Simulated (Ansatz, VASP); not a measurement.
## AlRu: VASP beside Ansatz

```
Al Ru
1.0
     3.03097    0.00000    0.00000
     0.00000    3.03097    0.00000
     0.00000    0.00000    3.03097
Al Ru
1 1
Direct
  0.00000 0.00000 0.00000
  0.50000 0.50000 0.50000
```

Change from the starting cell: volume scaled by 1.04, PAW files.

Alike in both runs: task electric field gradients; functional PBEsol; k mesh 12 × 12 × 12; occupations fermi-dirac, width 0.05 eV; no spin polarisation.

```csv
,VASP,Ansatz
version,VASP 6.6.1,Ansatz 0.2.0
potentials or method,"VASP PAW PBE potentials, release 64 (Al, Ru_pv)","PAW with Ansatz's default frozen-core files, scalar-relativistic"
plane-wave cutoff (eV),520,420
valence electrons in the cell,17,19
```

```tsv
	VASP	Ansatz	Ansatz less VASP
pressure (GPa)	-10.7	-10.7	-0.03
```

VASP's potentials were made for PBE, not for PBEsol. VASP's potentials hold 17 valence electrons a cell and Ansatz's 19, so a difference there can come from the potentials and not from the codes.
